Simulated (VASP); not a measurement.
Sc, 1 atom in the cell. Symmetry: Im-3m, No. 229, cubic system. The conventional cell has a = 3.679 Å, b = 3.679 Å, c = 3.679 Å, α = 90.00°, β = 90.00°, γ = 90.00°. Sc (site symmetry m-3m) has 14 Sc at 3.19 to 3.68 Å within 4.2 Å.  This cell differs from its parent crystal: volume scaled by 0.96.

```yaml
Program: VASP 6.6.1
Task: single point
Functional: RPBE
Potentials_or_basis: VASP PAW PBE potentials, release 64 (Sc_sv)
Cutoff: 520 eV
k_mesh: 13 × 13 × 13
Occupations: fermi-dirac, width 0.1 eV
Spin: no spin polarisation
Dipole_correction: no
Further_INCAR_settings: ALGO = Normal; EDIFF = 1e-07; NBANDS = 12
```

Potentials or basis: VASP PAW PBE potentials, release 64 (Sc_sv).

Command:

```bash
$ cat potpaw_PBE.64/Sc_sv/POTCAR > POTCAR
$ mpirun -np 1 vasp_std > vasp.out
```

Hardware: 1 thread of Intel(R) Xeon(R) 6975P-C (Granite Rapids) (shared host).

Question: Estimate the wall time of this run.

Answer: It took 6.9 s on 1 thread of Intel(R) Xeon(R) 6975P-C (Granite Rapids), with other jobs on the host, peak memory 0.14 GiB. Counts: scf iterations 13, k points 84.
